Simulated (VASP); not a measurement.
# Zn (Pm-3m) in VASP: density of states with LDA

Aim: the density of states of Zn with LDA.

Program: VASP 6.6.1. These are calculated values, not measurements. Logs are shortened: lines on timing, memory, paths and dates and some standing lists are left out, and cuts for length are marked.

## Step 1: The cell of the first run

It takes space group Pm-3m (No. 221, cubic). The conventional cell has a = 2.524 Å, b = 2.524 Å, c = 2.524 Å, α = 90.00°, β = 90.00°, γ = 90.00°. Within 3.3 Å of Zn (site symmetry m-3m) lie 6 Zn at 2.52 Å.

## Step 2: Density of states, LDA

File POSCAR:

```
Zn
1.0
    2.5235012168      0.0000000000      0.0000000000
    0.0000000000      2.5235012168      0.0000000000
    0.0000000000      0.0000000000      2.5235012168
Zn
1
Direct
    0.0000000000      0.0000000000      0.0000000000
```

File INCAR.step1:

```
SYSTEM = Zn
PREC = Accurate ; ENCUT = 520
EDIFF = 1E-6 ; ISMEAR = -1
SIGMA = 0.1 ; LREAL = .FALSE.
LASPH = .TRUE. ; NELM = 100
ALGO = Normal ; ISIF = 2
LWAVE = .FALSE. ; LCHARG = .TRUE.
NBANDS = 12
```

File KPOINTS.step1:

```
Automatic mesh
0
G
  15 15 15
  0 0 0
```

File INCAR.step2:

```
SYSTEM = Zn
PREC = Accurate ; ENCUT = 520
EDIFF = 1E-6 ; ISMEAR = -5
SIGMA = 0.1 ; LREAL = .FALSE.
LASPH = .TRUE. ; NELM = 100
ALGO = Normal ; ISIF = 2
LWAVE = .FALSE. ; LCHARG = .FALSE.
LORBIT = 11 ; NEDOS = 1001
ICHARG = 11
```

File KPOINTS.step2:

```
Automatic mesh
0
G
  23 23 23
  0 0 0
```

Potentials or basis: VASP PAW LDA potentials, release 64 (Zn).

Command:

```
> cat potpaw_LDA.64/Zn/POTCAR > POTCAR
> cp INCAR.step1 INCAR
> cp KPOINTS.step1 KPOINTS
> mpirun -np 1 vasp_std > vasp.out
> cp INCAR.step2 INCAR
> cp KPOINTS.step2 KPOINTS
> mpirun -np 1 vasp_std > vasp.out
```

OUTCAR:

```text
SYSTEM = Zn
   PREC = Accurate
   ENCUT = 520
   EDIFF = 1E-6
   ISMEAR = -5
   LREAL = .FALSE.
   LASPH = .TRUE.
   NELM = 100
   ISIF = 2
   LORBIT = 11
   ICHARG = 11

 ion  position               nearest neighbor table
   1  0.000  0.000  0.000-

  LATTYP: Found a simple cubic cell.
 ALAT       =     2.5235012168

  Lattice vectors:

 A1 = (   2.5235012168,   0.0000000000,   0.0000000000)
 A2 = (   0.0000000000,   2.5235012168,   0.0000000000)
 A3 = (   0.0000000000,   0.0000000000,   2.5235012168)

Analysis of symmetry for initial positions (statically):
=====================================================================
 Subroutine PRICEL returns:
 Original cell was already a primitive cell.

 Routine SETGRP: Setting up the symmetry group for a
 simple cubic supercell.

 Subroutine GETGRP returns: Found 48 space group operations
[... 9 lines left out ...]

 Routine SETGRP: Setting up the symmetry group for a
 simple cubic supercell.

 Subroutine GETGRP returns: Found 48 space group operations
[... 11 lines left out ...]
                                     Primitive cell

  volume of cell :      16.0698

  direct lattice vectors                    reciprocal lattice vectors
     2.523501217  0.000000000  0.000000000     0.396274824  0.000000000  0.000000000
     0.000000000  2.523501217  0.000000000     0.000000000  0.396274824  0.000000000
     0.000000000  0.000000000  2.523501217     0.000000000  0.000000000  0.396274824

  length of vectors
     2.523501217  2.523501217  2.523501217     0.396274824  0.396274824  0.396274824

  position of ions in fractional coordinates (direct lattice)
     0.000000000  0.000000000  0.000000000

  ion indices of the primitive-cell ions
   primitive index   ion index
                 1           1

----------------------------------------------------------------------------------------

 KPOINTS: Automatic mesh

Automatic generation of k-mesh.
 Grid dimensions read from file:
 generate k-points for:   23   23   23

 Generating k-lattice:

  Cartesian coordinates                     Fractional coordinates (reciprocal lattice)
     0.017229340  0.000000000  0.000000000     0.043478261  0.000000000  0.000000000
     0.000000000  0.017229340  0.000000000     0.000000000  0.043478261  0.000000000
     0.000000000  0.000000000  0.017229340     0.000000000  0.000000000  0.043478261

  Length of vectors
     0.017229340  0.017229340  0.017229340

  Shift w.r.t. Gamma in fractional coordinates (k-lattice)
     0.000000000  0.000000000  0.000000000

 TETIRR: Found   6051 inequivalent tetrahedra from    73002

 Subroutine IBZKPT returns following result:
 ===========================================

 Found    364 irreducible k-points:

 Following reciprocal coordinates:
            Coordinates               Weight
  0.000000  0.000000  0.000000      1.000000
  0.043478  0.000000  0.000000      6.000000
  0.086957  0.000000  0.000000      6.000000
  0.130435  0.000000  0.000000      6.000000
  0.173913  0.000000  0.000000      6.000000
  0.217391  0.000000  0.000000      6.000000
[... 16 lines left out ...]
  0.478261  0.043478  0.000000     24.000000
  0.086957  0.086957  0.000000     12.000000
 [... further k-points ...]
   k-points           NKPTS =    364   k-points in BZ     NKDIM =    364   number of bands    NBANDS=     10
   number of dos      NEDOS =   1001   number of ions     NIONS =      1
   total plane-waves  NPLWV =   8000
   dimension x,y,z NGX =    20 NGY =   20 NGZ =   20
   dimension x,y,z NGXF=    40 NGYF=   40 NGZF=   40
   ions per type =               1
   NGX,Y,Z   is equivalent  to a cutoff of  13.18, 13.18, 13.18 a.u.
   NGXF,Y,Z  is equivalent  to a cutoff of  26.35, 26.35, 26.35 a.u.
 SYSTEM =  Zn
   PREC   = accura    normal or accurate (medium, high low for compatibility)
   ISTART =      0    job   : 0-new  1-cont  2-samecut
   ICHARG =     11    charge: 1-file 2-atom 10-const
   ISPIN  =      1    spin polarized calculation?
   LNONCOLLINEAR =      F non collinear calculations
   LSORBIT =      F    spin-orbit coupling
   LASPH  =      T    aspherical Exc in radial PAW
   ENCUT  =  520.0 eV  38.22 Ry    6.18 a.u.   4.69  4.69  4.69*2*pi/ulx,y,z
   NELM   =    100;   NELMIN=  2; NELMDL=  0     # of ELM steps
   EDIFF  = 0.1E-05   stopping-criterion for ELM
   LREAL  =      F    real-space projection
   EDIFFG = 0.1E-04   stopping-criterion for IOM
   NSW    =      0    number of steps for IOM
   IBRION =     -1    ionic relax: 0-MD 1-quasi-New 2-CG
   NFREE  =      0    steps in history (QN), initial steepest desc. (CG)
   ISIF   =      2    stress and relaxation
   ISYM   =      2    0-nonsym 1-usesym 2-fastsym
   POTIM  = 0.5000    time-step for ionic-motion
   TEBEG  =    0.0;   TEEND  =   0.0 temperature during run
   PSTRESS=    0.0 pullay stress
   NELECT =      12.0000    total number of electrons
   NUPDOWN=      -1.0000    fix difference up-down
   EMIN   =  10.00;   EMAX   =-10.00  energy-range for DOS
   EFERMI =   0.00;   METHOD = LEGACY
   ISMEAR =    -5;   SIGMA  =   0.10  broadening in eV -4-tet -1-fermi 0-gaus
   EFERMI_NEDOS =   21; number of points for ismear=-14 and -15
   IALGO  =     38    algorithm
   IMIX   =      4    mixing-type and parameters
     AMIX     =   0.40;   BMIX     =  1.00
     AMIX_MAG =   1.60;   BMIX_MAG =  1.00
  volume/ion in A,a.u.               =      16.07       108.44
  Fermi-wavevector in a.u.,A,eV,Ry     =   1.485246  2.806708 30.013850  2.205956
  Thomas-Fermi vector in A             =   2.598682
   LORBIT       =     11    0 simple, 1 ext, 2 COOP (PROOUT), +10 PAW based schemes
   GGA     = CA    functional components
   LHFCALC =     F    Hartree Fock is set to
   AEXX    =    0.0000 exact exchange contribution
   IVDW    =     0    specifies the selected vdW correction
   LEPSILON=     F    determine dielectric tensor
   LRPA    =     F    only Hartree local field effects (RPA)
 non-spin polarized calculation
 Fermi weights with tetrahedron method with Bloechl corrections
  energy-cutoff  :      520.00
  volume of cell :       16.07
 maximum number of plane-waves:       461
 NGX is ok and might be reduce to    20

 number of electron      12.0000021 magnetization

 Free energy of the ion-electron system (eV)
  ---------------------------------------------------
  ext. energy  EPLUGINS =         0.00000000
  ---------------------------------------------------
  free energy    TOTEN  =        -1.58486373 eV

  energy without entropy =       -1.58486373  energy(sigma->0) =       -1.58486373

 E-fermi :   2.2932     XC(G=0): -11.5231

 val. band max:        2.2991587674   @ k =   0.4783   0.3913   0.1304
 cond. band min:       2.2963425260   @ k =   0.3913   0.0435   0.0000
 fundamental gap:     -0.0028162414
 Fermi energy:         2.2932101662

 k-point     1 :       0.0000    0.0000    0.0000
  band No.  band energies     occupation
      1      -7.5280      2.00000
      2      -6.0705      2.00000
      3      -6.0705      2.00000
      4      -4.6319      2.00000
      5      -4.6319      2.00000
      6      -4.6319      2.00000
      7      15.4793      0.00000
      8      15.4793      0.00000
      9      15.4793      0.00000
     10      18.6187      0.00000

 k-point     2 :       0.0435    0.0000    0.0000
  band No.  band energies     occupation
      1      -7.4822      2.00000
      2      -6.0676      2.00000
      3      -6.0565      2.00000
      4      -4.6401      2.00000
      5      -4.6401      2.00000
      6      -4.6312      2.00000
      7      14.6370      0.00000
      8      15.5336      0.00000
      9      15.5336      0.00000
     10      18.6508      0.00000

 k-point     3 :       0.0870    0.0000    0.0000
  band No.  band energies     occupation
      1      -7.3470      2.00000
      2      -6.0591      2.00000
      3      -6.0134      2.00000
      4      -4.6640      2.00000
      5      -4.6640      2.00000
      6      -4.6292      2.00000
      7      13.0686      0.00000
      8      15.6956      0.00000
      9      15.6956      0.00000
     10      18.7476      0.00000

 k-point     4 :       0.1304    0.0000    0.0000
  band No.  band energies     occupation
      1      -7.1301      2.00000
      2      -6.0456      2.00000
      3      -5.9355      2.00000
      4      -4.7016      2.00000
      5      -4.7016      2.00000
      6      -4.6261      2.00000
      7      11.3827      0.00000
      8      15.9628      0.00000
      9      15.9628      0.00000
     10      18.9097      0.00000

 k-point     5 :       0.1739    0.0000    0.0000
  band No.  band energies     occupation
      1      -6.8511      2.00000
      2      -6.0281      2.00000
      3      -5.8071      2.00000
      4      -4.7498      2.00000
      5      -4.7498      2.00000
      6      -4.6220      2.00000
      7       9.7067      0.00000
      8      16.3308      0.00000
      9      16.3308      0.00000
     10      19.1382      0.00000

 k-point     6 :       0.2174    0.0000    0.0000
  band No.  band energies     occupation
      1      -6.5538      2.00000
      2      -6.0079      2.00000
      3      -5.5893      2.00000
      4      -4.8048      2.00000
      5      -4.8048      2.00000
      6      -4.6173      2.00000
      7       8.0779      0.00000
      8      16.7937      0.00000
      9      16.7937      0.00000
     10      19.4350      0.00000
[... 183 lines left out ...]
 k-point    21 :       0.3913    0.0435    0.0000
  band No.  band energies     occupation
      1      -5.9273      2.00000
      2      -5.9022      2.00000
      3      -5.0371      2.00000
      4      -5.0079      2.00000
      5      -4.6067      2.00000
      6      -3.1556      2.00000
      7       2.2963      0.88505
      8      18.3958      0.00000
      9      19.4094      0.00000
     10      21.8067      0.00000

 k-point    22 :       0.4348    0.0435    0.0000
  band No.  band energies     occupation
      1      -5.9104      2.00000
      2      -5.8571      2.00000
      3      -5.0649      2.00000
      4      -5.0367      2.00000
      5      -4.6041      2.00000
      6      -2.2543      2.00000
      7       1.0377      2.12013
      8      19.1052      0.00000
      9      20.0643      0.00000
     10      22.2140      0.00000

 k-point    23 :       0.4783    0.0435    0.0000
  band No.  band energies     occupation
      1      -5.9038      2.00000
      2      -5.8327      2.00000
      3      -5.0796      2.00000
      4      -5.0516      2.00000
      5      -4.6027      2.00000
      6      -1.2723      2.00000
      7      -0.1218      2.00000
      8      19.6634      0.00000
      9      20.5064      0.00000
     10      21.7794      0.00000

 k-point    24 :       0.0870    0.0870    0.0000
  band No.  band energies     occupation
      1      -7.1662      2.00000
      2      -6.0237      2.00000
      3      -5.9819      2.00000
      4      -4.6949      2.00000
      5      -4.6650      2.00000
      6      -4.6572      2.00000
      7      12.9627      0.00000
      8      13.5980      0.00000
      9      15.9116      0.00000
     10      19.5654      0.00000

 [... further k-points ...]
[... 5 lines left out ...]
  --------------------------------------------------------------------------------------
  -------------------------------------------------------------------------------------
  Total        0.1158612      0.1158612      0.1158612      0.0000000      0.0000000     -0.0000000
  in kB       11.5514910     11.5514910     11.5514910      0.0000000      0.0000000     -0.0000000
  external PRESSURE =      11.5514910 kB  Pullay stress =       0.0000000 kB

 VOLUME and BASIS-vectors are now :
 -----------------------------------------------------------------------------
  energy-cutoff  :      520.00
  volume of cell :       16.07
      direct lattice vectors                 reciprocal lattice vectors
     2.523501217  0.000000000  0.000000000     0.396274824  0.000000000  0.000000000
     0.000000000  2.523501217  0.000000000     0.000000000  0.396274824  0.000000000
     0.000000000  0.000000000  2.523501217     0.000000000  0.000000000  0.396274824

 POSITION                                       TOTAL-FORCE (eV/Angst)
 -----------------------------------------------------------------------------------
      0.00000      0.00000      0.00000         0.000000      0.000000      0.000000
 -----------------------------------------------------------------------------------
    total drift:                                0.000000      0.000000     -0.000000

  FREE ENERGIE OF THE ION-ELECTRON SYSTEM (eV)
  ---------------------------------------------------
  free  energy   TOTEN  =        -1.5848637302 eV

  energy  without entropy=       -1.5848637302  energy(sigma->0) =       -1.58486373

 total charge

# of ion       s       p       d       tot
------------------------------------------
    1        0.707   0.403   9.722  10.833
```

It took 20 s on 1 thread of Intel Xeon Platinum 8559C (Emerald Rapids), shared host; peak memory 0.17 GiB.

Results:

* Valence electrons inside the program's atomic spheres: Zn 10.83

Caveat: tetrahedron occupations give inexact forces and stress in metals.
